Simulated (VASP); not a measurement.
Write the native input for VASP 6.6.1 that does the following.

```
Task                               : single point
Functional                         : PBE0
Potentials or basis                : VASP PAW PBE potentials, release 64 (Al, In_d, N)
Cutoff                             : 520 eV
k mesh                             : 6 × 6 × 2
Occupations                        : gaussian, width 0.01 eV
Spin                               : no spin polarisation
Dipole correction                  : no
Grid for exact exchange (PRECFOCK) : Fast
Further INCAR settings             : ALGO = Normal; EDIFF = 1e-06; NBANDS = 26
```

The system is Al2InN3.

```
Al In N
1.0
     3.22669    0.00000    0.00000
    -1.61334    2.79439    0.00000
     0.00000    0.00000    8.02387
Al In N
2 1 3
Direct
  0.00000 0.00000 0.98991
  0.66667 0.33333 0.67984
  0.33333 0.66667 0.33650
  0.66667 0.33333 0.91495
  0.33333 0.66667 0.60781
  0.00000 0.00000 0.22100
```

The input as run:

POSCAR

```
Al2InN3
1.0
    3.2266880296      0.0000000000      0.0000000000
   -1.6133440148      2.7943938038      0.0000000000
    0.0000000000      0.0000000000      8.0238727385
Al In N
2 1 3
Direct
    0.0000000000      0.0000000000     -0.0100934918
    0.6666666667      0.3333333333      0.6798428379
    0.3333333333      0.6666666667      0.3364989805
    0.6666666667      0.3333333333      0.9149471461
    0.3333333333      0.6666666667      0.6078091101
    0.0000000000      0.0000000000      0.2209954173
```

INCAR.step1

```
SYSTEM = Al2InN3
PREC = Accurate ; ENCUT = 520
EDIFF = 1E-5 ; ISMEAR = 0
SIGMA = 0.01 ; LREAL = .False.
LASPH = .True. ; NELM = 80
ALGO = Normal ; ISIF = 2
LWAVE = .True. ; LCHARG = .False.
GGA = PE ; NBANDS = 26
```

INCAR.step2

```
SYSTEM = Al2InN3
PREC = Accurate ; ENCUT = 520
EDIFF = 1E-6 ; ISMEAR = 0
SIGMA = 0.01 ; LREAL = .False.
LASPH = .True. ; NELM = 80
ALGO = Normal ; ISIF = 2
LWAVE = .False. ; LCHARG = .False.
GGA = PE ; LHFCALC = .True.
AEXX = 0.25 ; PRECFOCK = Fast
ISTART = 1 ; NBANDS = 26
```

KPOINTS

```
Automatic mesh
0
Gamma
  6 6 2
  0 0 0
```

Potentials or basis: VASP PAW PBE potentials, release 64 (Al, In_d, N).

Run with:

```bash
$ cat potpaw_PBE.64/Al/POTCAR potpaw_PBE.64/In_d/POTCAR potpaw_PBE.64/N/POTCAR > POTCAR
$ cp INCAR.step1 INCAR
$ mpirun -np 1 vasp_std > vasp.out
$ cp INCAR.step2 INCAR
$ mpirun -np 1 vasp_std > vasp.out
```

It gave:

* Pressure: -1.1 GPa
* Largest force: 0.197 eV/Å
* Band gap on the k mesh: 3.03 eV, direct

Caveat: the PAW data sets were made with another functional, which shifts forces and pressure a little; spin-orbit coupling is left out, which moves the levels of the heavy elements.

Wall time 31 min on 1 thread of Intel(R) Xeon(R) Platinum 8259CL CPU @ 2.50GHz (Skylake/Cascade Lake), on a shared host, peak memory 0.21 GiB.
